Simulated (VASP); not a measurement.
Write the native input for VASP 6.6.1 that does the following.

```yaml
Task: band structure
Functional: PBEsol
Potentials_or_basis: VASP PAW PBE potentials, release 64 (Se, Bi_d)
Cutoff: 280 eV
k_mesh: 5 × 5 × 1
Occupations: gaussian, width 0.03 eV
Spin: no spin polarisation
Tolerance_level: standard
Dipole_correction: yes
Purpose: bands
Route: fixed density (ICHARG 11)
Further_INCAR_settings: ALGO = Normal; EDIFF = 1e-06; NBANDS = 39; NELMDL = -8
```

System: Bi2Se3, a sheet with vacuum.

```
Se Bi
1.0
     4.14300    0.00000    0.00000
     2.07150    3.58794    0.00000
     0.00000    0.00000   22.96618
Se Bi
3 2
Direct
  0.00000 0.00000 0.50000
  0.33333 0.33333 0.65166
  0.66667 0.66667 0.34834
  0.33333 0.33333 0.41588
  0.66667 0.66667 0.58412
```

The input as run:

POSCAR

```
Bi2Se3
1.0
    4.1430000000      0.0000000000      0.0000000000
    2.0715000000      3.5879432479      0.0000000000
    0.0000000000      0.0000000000     22.9661842666
Se Bi
3 2
Direct
    0.0000000000      0.0000000000      0.5000000000
    0.3333333333      0.3333333333      0.6516617690
    0.6666666667      0.6666666667      0.3483382310
    0.3333333333      0.3333333333      0.4158773855
    0.6666666667      0.6666666667      0.5841226145
```

INCAR.step1

```
GGA = PS
LDIPOL = True
IDIPOL = 3
DIPOL = 0.5 0.5 0.500
ISMEAR = 0
SIGMA = 0.03
LWAVE = False
LCHARG = True
NBANDS = 39
PREC = Accurate
LASPH = True
LREAL = False
ALGO = Normal
EDIFF = 1E-6
NELM = 120
GGA_COMPAT = False
ENCUT = 280
EFERMI = MIDGAP
NELMDL = -8
```

KPOINTS.step1

```
Automatic mesh
0
Gamma
  5 5 1
  0 0 0
```

INCAR.step2

```
GGA = PS
LDIPOL = True
IDIPOL = 3
DIPOL = 0.5 0.5 0.500
ISMEAR = 0
SIGMA = 0.03
LWAVE = False
LCHARG = False
NBANDS = 39
PREC = Accurate
LASPH = True
LREAL = False
ALGO = Normal
EDIFF = 1E-6
NELM = 120
GGA_COMPAT = False
ENCUT = 280
EFERMI = MIDGAP
NELMDL = -8
ICHARG = 11
```

KPOINTS.step2

```
path GMKGALHA,LM,KH
12
line-mode
reciprocal
 0.0000000000  0.0000000000  0.0000000000  G
 0.5000000000  0.0000000000  0.0000000000  M

 0.5000000000  0.0000000000  0.0000000000  M
 0.3333333333 -0.3333333333  0.0000000000  K

 0.3333333333 -0.3333333333  0.0000000000  K
 0.0000000000  0.0000000000  0.0000000000  G

 0.0000000000  0.0000000000  0.0000000000  G
 0.0000000000  0.0000000000 -0.5000000000  A

 0.0000000000  0.0000000000 -0.5000000000  A
 0.5000000000  0.0000000000 -0.5000000000  L

 0.5000000000  0.0000000000 -0.5000000000  L
 0.3333333333 -0.3333333333 -0.5000000000  H

 0.3333333333 -0.3333333333 -0.5000000000  H
 0.0000000000  0.0000000000 -0.5000000000  A

 0.5000000000  0.0000000000 -0.5000000000  L
 0.5000000000  0.0000000000  0.0000000000  M

 0.3333333333 -0.3333333333  0.0000000000  K
 0.3333333333 -0.3333333333 -0.5000000000  H
```

Potentials or basis: VASP PAW PBE potentials, release 64 (Se, Bi_d).

Launch:

```bash
$ cat potpaw_PBE.64/Se/POTCAR potpaw_PBE.64/Bi_d/POTCAR > POTCAR
$ cp INCAR.step1 INCAR
$ cp KPOINTS.step1 KPOINTS
$ mpirun -np 1 vasp_std > vasp.out
$ cp INCAR.step2 INCAR
$ cp KPOINTS.step2 KPOINTS
$ mpirun -np 1 vasp_std > vasp.out
```

Results of the run:

```
Band gap on the k mesh  : 0.80 eV (least direct gap 1.22 eV)
Band gap along the path : 0.80 eV (least direct gap 1.22 eV)
```

Caveat: the log is that of the step along the path at fixed density, whose energy, stress, charges and moments have no meaning; spin-orbit coupling is left out, which moves the levels of the heavy elements.

It took 3.2 min on 1 thread of Intel(R) Xeon(R) 6975P-C (Granite Rapids), on a shared host, peak memory 0.55 GiB.
